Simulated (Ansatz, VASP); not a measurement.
## One calculation of KCl, two programs

```
K Cl
1.0
     0.00000    3.14485    3.14485
     3.14485    0.00000    3.14485
     3.14485    3.14485    0.00000
K Cl
1 1
Direct
  0.00000 0.00000 0.00000
  0.50000 0.50000 0.50000
```

Alike in both runs: task single point; functional PBE-based screened hybrid; k mesh 4 × 4 × 4; no spin polarisation.

|  | VASP | Ansatz |
| --- | --- | --- |
| version | VASP 6.6.1 | Ansatz 0.2.0 |
| potentials or method | VASP PAW PBE potentials, release 64 (K_sv, Cl) | plane waves |
| plane-wave cutoff (eV) | 520 | 420 |
| occupations | gaussian, width 0.01 eV | fixed |
| valence electrons in the cell | 16 | 16 |

|  | VASP | Ansatz | Ansatz less VASP |
| --- | --- | --- | --- |
| gap on the k mesh at the Fermi level (eV) | 10.32 | 10.32 | -0.003 |
| pressure (GPa) | -0.3 | -0.2 | +0.08 |

VASP's potentials were made for PBE, not for PBE-based screened hybrid. Ansatz's warnings: stress exchange threshold loose, stress scf threshold loose.

The k mesh is coarse, so the values compare programs but aren't converged.
